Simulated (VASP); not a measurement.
# Si3NiMo (Pm-3m) in VASP: a series of runs

Si3NiMo is run at these levels: PBE; tasks: single point.

Everything below comes from runs of VASP 6.6.1. Logs are shortened: lines on timing, memory, paths and dates and some standing lists are left out, and cuts for length are marked.

### 1 The cell of the first run

It takes space group Pm-3m (No. 221, cubic). Conventional cell: a = 4.112 Å, b = 4.112 Å, c = 4.112 Å, α = 90.00°, β = 90.00°, γ = 90.00°. Si (site symmetry 4/mmm) has 2 Ni at 2.06 Å within 2.7 Å. Within 2.7 Å of Ni (site symmetry m-3m) lie 6 Si at 2.06 Å. Within 3.8 Å of Mo (site symmetry m-3m) lie 12 Si at 2.91 Å and 8 Ni at 3.56 Å.

### 2 Single point, PBE, collinear spin, ferromagnetic start

The input, INCAR:

```
ALGO = Normal ; EDIFF = 1E-7
ENCUT = 520 ; GGA = PE
ISIF = 2 ; ISMEAR = 0
ISPIN = 2 ; LASPH = True
LCHARG = False ; LMAXMIX = 4
LORBIT = 11 ; LREAL = False
LWAVE = False ; MAGMOM = 0 0 0 2 0
NBANDS = 30 ; NELM = 150
PREC = Accurate ; SIGMA = 0.1
```

The input, KPOINTS:

```
k-points
0
Gamma
  4 4 4
```

The input, POSCAR:

```
Si3NiMo
1.0
    4.1119170600      0.0000000000      0.0000000000
    0.0000000000      4.1119170600      0.0000000000
    0.0000000000      0.0000000000      4.1119170600
Si Ni Mo
3 1 1
Direct
    0.5000000000      0.0000000000      0.0000000000
    0.0000000000      0.5000000000      0.0000000000
    0.0000000000      0.0000000000      0.5000000000
    0.0000000000      0.0000000000      0.0000000000
    0.5000000000      0.5000000000      0.5000000000
```

Potentials or basis: VASP PAW PBE potentials, release 64 (Si, Ni, Mo_sv).

Started as:

```console
cat potpaw_PBE.64/Si/POTCAR potpaw_PBE.64/Ni/POTCAR potpaw_PBE.64/Mo_sv/POTCAR > POTCAR
mpirun -np 1 vasp_std > vasp.out
```

OUTCAR:

```text
EDIFF = 1E-7
   ENCUT = 520
   GGA = PE
   ISIF = 2
   ISMEAR = 0
   ISPIN = 2
   LASPH = True
   LORBIT = 11
   LREAL = False
   NELM = 150
   PREC = Accurate

 ion  position               nearest neighbor table
   1  0.500  0.000  0.000-   4 2.06   4 2.06   2 2.91   5 2.91   3 2.91   5 2.91   2 2.91   5 2.91
                             5 2.91   2 2.91   3 2.91   3 2.91   3 2.91   2 2.91
   2  0.000  0.500  0.000-   4 2.06   4 2.06   1 2.91   5 2.91   3 2.91   5 2.91   1 2.91   3 2.91
                             3 2.91   3 2.91   1 2.91   5 2.91   5 2.91   1 2.91
   3  0.000  0.000  0.500-   4 2.06   4 2.06   1 2.91   5 2.91   1 2.91   2 2.91   2 2.91   2 2.91
                             5 2.91   2 2.91   1 2.91   5 2.91   1 2.91   5 2.91
   4  0.000  0.000  0.000-   1 2.06   2 2.06   3 2.06   3 2.06   2 2.06   1 2.06
   5  0.500  0.500  0.500-   1 2.91   2 2.91   3 2.91   1 2.91   2 2.91   1 2.91   3 2.91   1 2.91
                             2 2.91   3 2.91   2 2.91   3 2.91

  LATTYP: Found a simple cubic cell.
 ALAT       =     4.1119170600

  Lattice vectors:

 A1 = (   4.1119170600,   0.0000000000,   0.0000000000)
 A2 = (   0.0000000000,   4.1119170600,   0.0000000000)
 A3 = (   0.0000000000,   0.0000000000,   4.1119170600)

Analysis of symmetry for initial positions (statically):
=====================================================================
 Subroutine PRICEL returns:
 Original cell was already a primitive cell.

 Routine SETGRP: Setting up the symmetry group for a
 simple cubic supercell.

 Subroutine GETGRP returns: Found 48 space group operations
 (whereof 48 operations were pure point group operations)
 out of a pool of 48 trial point group operations.

The static configuration has the point symmetry O_h .

Analysis of symmetry for dynamics (positions and initial velocities):
=====================================================================
 Subroutine PRICEL returns:
 Original cell was already a primitive cell.

 Routine SETGRP: Setting up the symmetry group for a
 simple cubic supercell.

 Subroutine GETGRP returns: Found 48 space group operations
 (whereof 48 operations were pure point group operations)
 out of a pool of 48 trial point group operations.

The dynamic configuration has the point symmetry O_h .

Analysis of structural, dynamic, and magnetic symmetry:
=====================================================================
 Subroutine PRICEL returns:
 Original cell was already a primitive cell.

 Routine SETGRP: Setting up the symmetry group for a
 simple cubic supercell.

 Subroutine GETGRP returns: Found 48 space group operations
 (whereof 48 operations were pure point group operations)
 out of a pool of 48 trial point group operations.

The overall configuration has the point symmetry O_h .

 Subroutine INISYM returns: Found 48 space group operations
 (whereof 48 operations are pure point group operations),
 and found     1 'primitive' translations

----------------------------------------------------------------------------------------

                                     Primitive cell

  volume of cell :      69.5237

  direct lattice vectors                    reciprocal lattice vectors
     4.111917060  0.000000000  0.000000000     0.243195567  0.000000000  0.000000000
     0.000000000  4.111917060  0.000000000     0.000000000  0.243195567  0.000000000
     0.000000000  0.000000000  4.111917060     0.000000000  0.000000000  0.243195567

  length of vectors
     4.111917060  4.111917060  4.111917060     0.243195567  0.243195567  0.243195567

  position of ions in fractional coordinates (direct lattice)
     0.500000000  0.000000000  0.000000000
     0.000000000  0.500000000  0.000000000
     0.000000000  0.000000000  0.500000000
     0.000000000  0.000000000  0.000000000
     0.500000000  0.500000000  0.500000000

  ion indices of the primitive-cell ions
   primitive index   ion index
                 1           1
                 2           2
                 3           3
                 4           4
                 5           5

----------------------------------------------------------------------------------------

 KPOINTS: k-points
[... 32 lines left out ...]
  0.500000  0.250000  0.250000     12.000000
  0.500000  0.500000  0.250000      6.000000
  0.500000  0.500000  0.500000      1.000000
   k-points           NKPTS =     10   k-points in BZ     NKDIM =     10   number of bands    NBANDS=     30
   number of dos      NEDOS =    301   number of ions     NIONS =      5
   total plane-waves  NPLWV =  32768
   dimension x,y,z NGX =    32 NGY =   32 NGZ =   32
   dimension x,y,z NGXF=    64 NGYF=   64 NGZF=   64
   ions per type =               3   1   1
   NGX,Y,Z   is equivalent  to a cutoff of  12.94, 12.94, 12.94 a.u.
   NGXF,Y,Z  is equivalent  to a cutoff of  25.88, 25.88, 25.88 a.u.
 SYSTEM =  unknown system
   PREC   = accura    normal or accurate (medium, high low for compatibility)
   ISTART =      0    job   : 0-new  1-cont  2-samecut
   ICHARG =      2    charge: 1-file 2-atom 10-const
   ISPIN  =      2    spin polarized calculation?
   LNONCOLLINEAR =      F non collinear calculations
   LSORBIT =      F    spin-orbit coupling
   LASPH  =      T    aspherical Exc in radial PAW
   ENCUT  =  520.0 eV  38.22 Ry    6.18 a.u.   7.65  7.65  7.65*2*pi/ulx,y,z
   NELM   =    150;   NELMIN=  2; NELMDL= -5     # of ELM steps
   EDIFF  = 0.1E-06   stopping-criterion for ELM
   LREAL  =      F    real-space projection
   EDIFFG = 0.1E-05   stopping-criterion for IOM
   NSW    =      0    number of steps for IOM
   IBRION =     -1    ionic relax: 0-MD 1-quasi-New 2-CG
   NFREE  =      0    steps in history (QN), initial steepest desc. (CG)
   ISIF   =      2    stress and relaxation
   ISYM   =      2    0-nonsym 1-usesym 2-fastsym
   POTIM  = 0.5000    time-step for ionic-motion
   TEBEG  =    0.0;   TEEND  =   0.0 temperature during run
   PSTRESS=    0.0 pullay stress
   NELECT =      36.0000    total number of electrons
   NUPDOWN=      -1.0000    fix difference up-down
   EMIN   =  10.00;   EMAX   =-10.00  energy-range for DOS
   EFERMI =   0.00;   METHOD = LEGACY
   ISMEAR =     0;   SIGMA  =   0.10  broadening in eV -4-tet -1-fermi 0-gaus
   EFERMI_NEDOS =   21; number of points for ismear=-14 and -15
   IALGO  =     38    algorithm
   IMIX   =      4    mixing-type and parameters
     AMIX     =   0.40;   BMIX     =  1.00
     AMIX_MAG =   1.60;   BMIX_MAG =  1.00
  volume/ion in A,a.u.               =      13.90        93.83
  Fermi-wavevector in a.u.,A,eV,Ry     =   1.314613  2.484259 23.513695  1.728208
  Thomas-Fermi vector in A             =   2.444854
   LORBIT       =     11    0 simple, 1 ext, 2 COOP (PROOUT), +10 PAW based schemes
   GGA     = PE    functional components
   LHFCALC =     F    Hartree Fock is set to
   AEXX    =    0.0000 exact exchange contribution
   IVDW    =     0    specifies the selected vdW correction
   LEPSILON=     F    determine dielectric tensor
   LRPA    =     F    only Hartree local field effects (RPA)
 spin polarized calculation
 Gauss-broadening in eV      SIGMA  =   0.10
  energy-cutoff  :      520.00
  volume of cell :       69.52
 maximum number of plane-waves:      1888
 NGX is ok and might be reduce to    32
   NGX = 15   NGY = 15   NGZ = 15

 number of electron      36.0000011 magnetization      -0.0017693

 number of electron      36.0000011 magnetization       0.0001169

 Free energy of the ion-electron system (eV)
  ---------------------------------------------------
  ext. energy  EPLUGINS =         0.00000000
  ---------------------------------------------------
  free energy    TOTEN  =       -27.77682819 eV

  energy without entropy =      -27.73598454  energy(sigma->0) =      -27.75640636

 E-fermi :  10.9019     XC(G=0): -11.9089

 val. band max:       10.8966312031   @ k =   0.5000   0.5000   0.2500
 cond. band min:      10.9209519978   @ k =   0.5000   0.5000   0.0000
 fundamental gap:      0.0243207947
 Fermi energy:        10.9018931766

 spin component 1

 k-point     1 :       0.0000    0.0000    0.0000
  band No.  band energies     occupation
      1     -49.8587      1.00000
      2     -23.9740      1.00000
      3     -23.9740      1.00000
      4     -23.9740      1.00000
      5      -2.4559      1.00000
      6       3.1814      1.00000
[... 319 lines left out ...]
     29      20.0856      0.00000
     30      20.0889      0.00000
 Fermi energy:        10.9018931766

 spin component 2

 k-point     1 :       0.0000    0.0000    0.0000
  band No.  band energies     occupation
      1     -49.8586      1.00000
      2     -23.9739      1.00000
      3     -23.9739      1.00000
      4     -23.9739      1.00000
      5      -2.4559      1.00000
      6       3.1814      1.00000
[... 319 lines left out ...]
     29      20.0852      0.00000
     30      20.0993      0.00000

------------------------ aborting loop because EDIFF is reached ----------------------------------------

  FORCE on cell =-STRESS in cart. coord.  units (eV):
  Direction    XX          YY          ZZ          XY          YZ          ZX
  --------------------------------------------------------------------------------------
  -------------------------------------------------------------------------------------
  Total        8.8651844      8.8651844      8.8651844      0.0000000     -0.0000000      0.0000000
  in kB      204.2985652    204.2985652    204.2985652      0.0000000     -0.0000000      0.0000000
  external PRESSURE =     204.2985652 kB  Pullay stress =       0.0000000 kB

 VOLUME and BASIS-vectors are now :
 -----------------------------------------------------------------------------
  energy-cutoff  :      520.00
  volume of cell :       69.52
      direct lattice vectors                 reciprocal lattice vectors
     4.111917060  0.000000000  0.000000000     0.243195567  0.000000000  0.000000000
     0.000000000  4.111917060  0.000000000     0.000000000  0.243195567  0.000000000
     0.000000000  0.000000000  4.111917060     0.000000000  0.000000000  0.243195567

 POSITION                                       TOTAL-FORCE (eV/Angst)
 -----------------------------------------------------------------------------------
      2.05596      0.00000      0.00000         0.000000      0.000000      0.000000
      0.00000      2.05596      0.00000         0.000000      0.000000      0.000000
      0.00000      0.00000      2.05596         0.000000      0.000000      0.000000
      0.00000      0.00000      0.00000         0.000000      0.000000      0.000000
      2.05596      2.05596      2.05596         0.000000      0.000000      0.000000
 -----------------------------------------------------------------------------------
    total drift:                                0.000000      0.000000     -0.000000

  FREE ENERGIE OF THE ION-ELECTRON SYSTEM (eV)
  ---------------------------------------------------
  free  energy   TOTEN  =       -27.7768281853 eV

  energy  without entropy=      -27.7359845442  energy(sigma->0) =      -27.75640636

 total charge

# of ion       s       p       d       tot
------------------------------------------
    1        0.798   0.834   0.000   1.633
    2        0.798   0.834   0.000   1.633
    3        0.798   0.834   0.000   1.633
    4        0.749   0.995   8.813  10.557
    5        2.268   6.043   4.016  12.328
--------------------------------------------------
tot          5.412   9.541  12.829  27.782

 magnetization (x)

# of ion       s       p       d       tot
------------------------------------------
    1       -0.000  -0.000   0.000  -0.000
    2       -0.000  -0.000   0.000  -0.000
    3       -0.000  -0.000   0.000  -0.000
    4       -0.000  -0.000   0.000   0.000
    5        0.000   0.000   0.000   0.001
--------------------------------------------------
tot          0.000  -0.000   0.001   0.000
```

Run time: 22 s. Hardware: 1 thread of Intel Xeon 6975P-C (Granite Rapids), shared host; peak memory 0.21 GiB.

What came out:

- Free energy: -27.7768 eV
- Pressure: 20.4 GPa
- Band gap on the k mesh: zero (filled and empty bands overlap)
- Net moment: 0.00 μB per cell
- Valence electrons inside the program's atomic spheres: Si 1.63; Ni 10.56; Mo 12.33

Levels at points of the mesh, in eV from the Fermi level:
Spin up:
```csv
k point,band 15,band 16,band 17,band 18,band 19,band 20
"(0.00, 0.00, 0.00)",-2.88,-0.65,-0.65,-0.65,-0.30,1.78
"(0.50, 0.00, 0.00)",-0.73,-0.73,-0.55,0.28,0.44,0.44
"(0.50, 0.50, 0.00)",-1.59,-1.59,-0.76,-0.02,0.02,0.21
"(0.50, 0.50, 0.50)",-1.86,-1.86,-0.47,0.19,0.19,1.07
```
Spin down:
| k point | band 15 | band 16 | band 17 | band 18 | band 19 | band 20 |
| --- | --- | --- | --- | --- | --- | --- |
| (0.00, 0.00, 0.00) | -2.88 | -0.65 | -0.65 | -0.65 | -0.30 | 1.78 |
| (0.50, 0.00, 0.00) | -0.73 | -0.73 | -0.54 | 0.28 | 0.44 | 0.44 |
| (0.50, 0.50, 0.00) | -1.59 | -1.59 | -0.76 | -0.02 | 0.02 | 0.21 |
| (0.50, 0.50, 0.50) | -1.86 | -1.86 | -0.47 | 0.19 | 0.19 | 1.07 |

Caveat: the k points lie up to 0.38 Å⁻¹ apart; the starting moments collapsed, and a magnetic state may lie lower.

[end of part 1 of 2]
